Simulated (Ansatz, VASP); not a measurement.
**CaO in VASP and in Ansatz**

POSCAR

```
CaO
1.0
    0.0411374376      2.3993677344      2.3993677344
    2.3993677344      0.0411374376      2.3993677344
    2.3993677344      2.3993677344      0.0411374376
Ca O
1 1
Direct
    0.0000000000      0.0000000000      0.0000000000
    0.5000000000      0.5000000000      0.5000000000
```

The input INCAR.step1:

```
PREC = Accurate
ENCUT = 1480
ISMEAR = 0
SIGMA = 0.01
LREAL = F
LASPH = T
NELM = 120
NBANDS = 15
GGA = PE
ALGO = Normal
EDIFF = 1E-5
LWAVE = T
LCHARG = F
GGA_COMPAT = F
```

File INCAR.step2:

```
PREC = Accurate
ENCUT = 1480
EDIFF = 1E-6
ISMEAR = 0
SIGMA = 0.01
LREAL = F
LASPH = T
NELM = 120
ALGO = Normal
ISIF = 2
LWAVE = F
LCHARG = F
METAGGA = R2SCAN
LMIXTAU = T
NBANDS = 15
ISTART = 1
GGA_COMPAT = F
```

KPOINTS

```
regular mesh
0
Gamma
  10 10 10
```

Input for Ansatz:

```yaml
crystal:
  lattice:
    - [0.0411374376, 2.3993677344, 2.3993677344]
    - [2.3993677344, 0.0411374376, 2.3993677344]
    - [2.3993677344, 2.3993677344, 0.0411374376]
  atoms:
    - { symbol: Ca, position: [0.0, 0.0, 0.0] }
    - { symbol: O, position: [0.5, 0.5, 0.5] }
kpoints:
  mp_grid: { grid: [10, 10, 10] }
  band_path:
    path:
      - [0.0, 0.0, 0.0]
      - [0.5, 0.0, 0.5]
      - [0.625, 0.25, 0.625]
      - [0.375, 0.375, 0.75]
      - [0.5, 0.5, 0.5]
      - [0.5, 0.25, 0.75]
    npoints: 1
hamiltonian:
  xc: r2scan
scf:
  occupations: { method: fixed }
  n_extra_bands: 4
output:
  forces: true
  stress: true
  eigenvalues: true
```

Change from the starting cell: epitaxial_111 strain -1.6%.

Alike in both runs: task single point; functional r2SCAN; k mesh 10 × 10 × 10; no spin polarisation.

|  | VASP | Ansatz |
| --- | --- | --- |
| version | VASP 6.6.1 | Ansatz 0.2.0 |
| potentials or method | VASP PAW PBE potentials, release 64 (Ca_sv, O_h) | plane waves, PAW |
| plane-wave cutoff (eV) | 1480 | 500 |
| occupations | gaussian, width 0.01 eV | fixed |
| valence electrons in the cell | 16 | 16 |

|  | VASP | Ansatz | Ansatz less VASP |
| --- | --- | --- | --- |
| gap on the k mesh at the Fermi level (eV) | 4.15 | 4.16 | +0.008 |
| pressure (GPa) | 4.0 | 2.9 | -1.09 |
| traceless stress, the component that is largest in VASP (GPa) | -1.42 | -1.44 | -0.016 |

VASP's potentials were made for PBE, not for r2SCAN.
